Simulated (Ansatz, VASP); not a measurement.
# Two plane-wave programs on BaTiO3

The input INCAR:

```
ALGO     = Normal         # electronic algorithm
EDIFF    = 1E-7           # SCF threshold, eV
ENCUT    = 520            # plane-wave cutoff, eV
GGA      = PE             # functional
ISIF     = 2              # what is computed and relaxed
ISMEAR   = 0              # smearing method
LASPH    = True           # aspherical terms in the spheres
LCHARG   = False          # write CHGCAR
LDAU     = True           # DFT+U
LDAUJ    = 0 0 0        
LDAUL    = -1 2 -1        # shell
LDAUPRINT= 1            
LDAUTYPE = 2            
LDAUU    = 0 4 0          # U, eV
LMAXMIX  = 4              # l up to which the mixer works
LREAL    = False          # projectors in reciprocal space
LWAVE    = False          # write WAVECAR
NBANDS   = 28             # bands
NELM     = 150            # most SCF steps
PREC     = Accurate       # precision mode
SIGMA    = 0.05           # smearing width, eV
```

File KPOINTS:

```
k-points
0
Gamma
  6 6 6
```

Contents of POSCAR:

```
BaTiO3
1.0
    4.0683427667      0.0000000000      0.0000000000
    0.0000000000      2.9163806942      2.8859183788
    0.0000000000     -2.9163806942      2.8859183788
Ba Ti O
1 1 3
Direct
    0.0000000000      0.0080771845      0.0080771845
    0.5000000000      0.5197092871      0.5197092871
    0.0000000000      0.4916268390      0.4916268390
    0.5000000000      0.4938075372      0.9829991522
    0.5000000000      0.9829991522      0.4938075372
```

Input for Ansatz:

```yaml
crystal:
  lattice:
    - [4.0683427667, 0.0, 0.0]
    - [0.0, 2.9163806942, 2.8859183788]
    - [0.0, -2.9163806942, 2.8859183788]
  atoms:
    - { symbol: Ba, position: [0.0, 0.0080771845, 0.0080771845] }
    - { symbol: Ti, position: [0.5, 0.5197092871, 0.5197092871] }
    - { symbol: O, position: [0.0, 0.491626839, 0.491626839] }
    - { symbol: O, position: [0.5, 0.4938075372, 0.9829991522] }
    - { symbol: O, position: [0.5, 0.9829991522, 0.4938075372] }
basis:
  ecutwfc: 420
kpoints:
  mp_grid: { grid: [6, 6, 6] }
hamiltonian:
  xc: pbe
  hubbard: { sites: [{ species: Ti, l: d, u_eff: 4.0 }] }
scf:
  occupations: { method: gaussian, width: 0.05 }
output:
  forces: true
  stress: true
  eigenvalues: true
```

Change from the starting cell: strain +0.0150 x Voigt [1, 1, 0, 0, 0, 0], atoms carried along.

Alike in both runs: task single point; functional PBE; k mesh 6 × 6 × 6; occupations gaussian, width 0.05 eV; no spin polarisation; Hubbard terms Ti d U = 4.0 eV.

|  | VASP | Ansatz |
| --- | --- | --- |
| version | VASP 6.6.1 | Ansatz 0.2.0 |
| potentials or method | VASP PAW PBE potentials, release 64 (Ba_sv, Ti_sv, O), cutoff 520 eV | scalar-relativistic, plane waves, PAW |
| valence electrons in the cell | 40 | 40 |

Ansatz gave:

```
gap on the k mesh at the Fermi level (eV)                     : 2.44
least direct gap on the mesh (eV)                             : 2.88
pressure (GPa)                                                : -4.4
traceless stress, the component that is largest in VASP (GPa) : 2.01
rms of the force components (eV/Å)                            : 0.089
```

Task: Estimate VASP's values.

Result: gap on the k mesh at the Fermi level (eV): 2.42; least direct gap on the mesh (eV): 2.89; pressure (GPa): -1.3; traceless stress, the component that is largest in VASP (GPa): 1.99; rms of the force components (eV/Å): 0.128.

The programs project onto different local orbitals, so the same U acts differently, and such runs can settle in different states. Atom by atom the forces differ by 0.212 eV/Å (rms over components).

Neither program's run includes spin-orbit coupling.
